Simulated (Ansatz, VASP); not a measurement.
**Os in VASP and in Ansatz**

```
Os
1.0
     0.00000    2.89414    2.89414
     2.89414    0.00000    2.89414
     2.89414    2.89414    0.00000
Os
2
Direct
  0.12500 0.12500 0.12500
  0.87500 0.87500 0.87500
```

Alike in both runs: task single point; functional revPBE; k mesh 11 × 11 × 11; occupations fermi-dirac, width 0.1 eV; no spin polarisation.

|  | VASP | Ansatz |
| --- | --- | --- |
| version | VASP 6.6.1 | Ansatz 0.2.0 |
| potentials or method | VASP PAW PBE potentials, release 64 (Os), cutoff 520 eV | plane waves (420 eV) with PAW, scalar-relativistic |
| valence electrons in the cell | 16 | 32 |

```csv
,VASP,Ansatz,Ansatz less VASP
pressure (GPa),-17.9,-17.2,+0.73
```

VASP's potentials were made for PBE, not for revPBE. The functional is the same, so the differences come from potentials, cutoffs and numerics. VASP's potentials hold 16 valence electrons a cell and Ansatz's 32, so a difference there can come from the potentials and not from the codes.

Neither program's run includes spin-orbit coupling.
